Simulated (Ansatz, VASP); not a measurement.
One calculation of Co, two programs

The input INCAR:

```
PREC = Accurate
ENCUT = 520
EDIFF = 1E-7
ISMEAR = -1
SIGMA = 0.08
LREAL = F
LASPH = T
NELM = 150
ALGO = Normal
ISIF = 2
LWAVE = F
LCHARG = T
LNONCOLLINEAR = T
MAGMOM = 0 0 2
LORBIT = 11
LSORBIT = T
GGA_COMPAT = F
LORBMOM = T
LMAXMIX = 4
GGA = PE
LVHAR = T
NBANDS = 20
```

Contents of KPOINTS:

```
Automatic mesh
0
Gamma
  16 16 16
```

POSCAR

```
Co
1.0
    0.0000000000      1.7957000000      1.7957000000
    1.7957000000      0.0000000000      1.7957000000
    1.7957000000      1.7957000000      0.0000000000
Co
1
Direct
    0.0000000000      0.0000000000      0.0000000000
```

Input for Ansatz:

```yaml
crystal:
  lattice:
    - [0.0, 1.7957, 1.7957]
    - [1.7957, 0.0, 1.7957]
    - [1.7957, 1.7957, 0.0]
  atoms:
    - { symbol: Co, position: [0.0, 0.0, 0.0], spin: 2.0 }
magnetization:
  noncollinear: true
  spin_orbit: true
kpoints:
  mp_grid: { grid: [16, 16, 16] }
  band_path:
    path:
      - [0.0, 0.0, 0.0]
      - [0.5, 0.0, 0.5]
      - [0.625, 0.25, 0.625]
      - [0.375, 0.375, 0.75]
      - [0.0, 0.0, 0.0]
      - [0.5, 0.5, 0.5]
      - [0.5, 0.25, 0.75]
      - [0.5, 0.0, 0.5]
    npoints: 5
scf:
  occupations: { method: fermi_dirac, width: 0.08 }
hamiltonian:
  xc: pbe
  pseudopotentials: { kind: all_electron, lapw: { basis_error: 0.001 } }
output:
  forces: true
  stress: true
  eigenvalues: true
```

Alike in both runs: task single point; functional PBE; k mesh 16 × 16 × 16; occupations fermi-dirac, width 0.08 eV; non-collinear spin, spin-orbit coupling.

```csv
,VASP,Ansatz
version,VASP 6.6.1,Ansatz 0.2.0
potentials or method,"VASP PAW PBE potentials, release 64 (Co), cutoff 520 eV",all-electron LAPW
```

Ansatz gave:

```
pressure (GPa)           : -10.5
net moment per atom (μB) : 1.70
```

Problem. What did VASP give for the same quantities?

Solution. Pressure (GPa): -10.9; net moment per atom (μB): 1.69.

Ansatz ran all-electron here, and VASP with PAW potentials. Ansatz's warnings: stability check not made.
